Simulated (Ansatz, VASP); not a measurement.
# TlBr in VASP and in Ansatz

```
Tl Br
1.0
     0.00000    3.98000    3.98000
     3.98000    0.00000    3.98000
     3.98000    3.98000    0.00000
Tl Br
2 2
Direct
  0.00000 0.00000 0.00000
  0.50000 0.50000 0.50000
  0.25000 0.25000 0.25000
  0.75000 0.75000 0.75000
```

Alike in both runs: task single point; functional PBE; k mesh 5 × 5 × 5; occupations fermi-dirac, width 0.0272 eV; no spin polarisation.

```csv
,VASP,Ansatz
version,VASP 6.6.1,Ansatz 0.2.0
potentials or method,"VASP PAW PBE potentials, release 64 (Tl_d, Br)","PAW with Ansatz's default frozen-core files, scalar-relativistic"
plane-wave cutoff (eV),500,420
valence electrons in the cell,40,40
```

|  | VASP | Ansatz | Ansatz less VASP |
| --- | --- | --- | --- |
| gap on the k mesh at the Fermi level (eV) | 2.41 | 2.40 | -0.004 |
| pressure (GPa) | 1.2 | 1.2 | +0.03 |

Neither program's run includes spin-orbit coupling.
